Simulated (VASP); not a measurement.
A run of VASP 6.6.1 is set up as follows.

INCAR

```
SYSTEM = EuSb
ALGO = Normal ; EDIFF = 1E-7
ENCUT = 520 ; GGA = PE
ISIF = 2 ; ISMEAR = 0
ISPIN = 2 ; LASPH = .True.
LCHARG = .True. ; LDAU = .True.
LDAUJ = 0 0 ; LDAUL = 3 -1
LDAUPRINT = 1 ; LDAUTYPE = 2
LDAUU = 6 0 ; LELF = .True.
LMAXMIX = 6 ; LORBIT = 11
LREAL = .False. ; LVHAR = .True.
LWAVE = .False. ; MAGMOM = 7.72 0.51
NBANDS = 22 ; NELM = 150
PREC = Accurate ; SIGMA = 0.05
```

Contents of KPOINTS:

```
k-points
0
Gamma
  8 8 8
  0 0 0
```

File POSCAR:

```
EuSb
1.0
    0.0000000000      3.8173202274      3.8173202274
    3.8173202274      0.0000000000      3.8173202274
    3.8173202274      3.8173202274      0.0000000000
Eu Sb
1 1
Direct
    0.0000000000      0.0000000000      0.0000000000
    0.2500000000      0.2500000000      0.2500000000
```

Potentials or basis: VASP PAW PBE potentials, release 64 (Eu, Sb).

Command:

```bash
$ cat potpaw_PBE.64/Eu/POTCAR potpaw_PBE.64/Sb/POTCAR > POTCAR
$ mpirun -np 1 vasp_std > vasp.out
```

Task: Estimate the site moments.

Result: Eu +6.81; Sb +0.29 μB.

Task: What does it give for the net moment?

Result: 8.00 μB per cell.

Task: Estimate the pressure.

Result: -0.9 GPa.

Eigenvalues of the final occupation matrices:
| site | spin | trace | eigenvalues |
| --- | --- | --- | --- |
| site 1 f | 1 | 6.86 | 0.98 0.98 0.98 0.98 0.98 0.98 0.98 |
| site 1 f | 2 | 0.00 | 0.00 0.00 0.00 0.00 0.00 0.00 0.00 |

Caveat: spin-orbit coupling is left out, which moves the levels of the heavy elements; a cell with one magnetic atom can't hold antiferromagnetic order, which such compounds often take. The state reached can hang on the start; a lower one may exist.
